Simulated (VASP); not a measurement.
Input of a VASP 6.6.1 run:

INCAR

```
SYSTEM = BN
PREC = Accurate
ENCUT = 520
EDIFF = 1E-6
ISMEAR = 0
SIGMA = 0.05
LREAL = .False.
LASPH = .True.
NELM = 100
ALGO = Normal
ISIF = 2
LWAVE = .False.
LCHARG = .False.
NBANDS = 16
```

Contents of KPOINTS:

```
Automatic mesh
0
Gamma
  12 12 4
  0 0 0
```

POSCAR

```
BN
1.0
    2.5225510818      0.0000000000      0.0000000000
   -1.2612755409      2.1845933192      0.0000000000
    0.0000000000      0.0000000000      7.0785305907
B N
2 2
Direct
    0.3333333333      0.6666666667      0.2500000000
    0.6666666667      0.3333333333      0.7500000000
    0.3333333333      0.6666666667      0.7500000000
    0.6666666667      0.3333333333      0.2500000000
```

Potentials or basis: VASP PAW LDA potentials, release 64 (B, N).

Command:

```bash
$ cat potpaw_LDA.64/B/POTCAR potpaw_LDA.64/N/POTCAR > POTCAR
$ mpirun -np 1 vasp_std > vasp.out
```

(1) What does it give for the pressure?

(2) What does it give for the band gap on the k mesh?

Results:

(1) -9.0 GPa.

(2) 4.14 eV, indirect (least direct gap 4.46 eV).
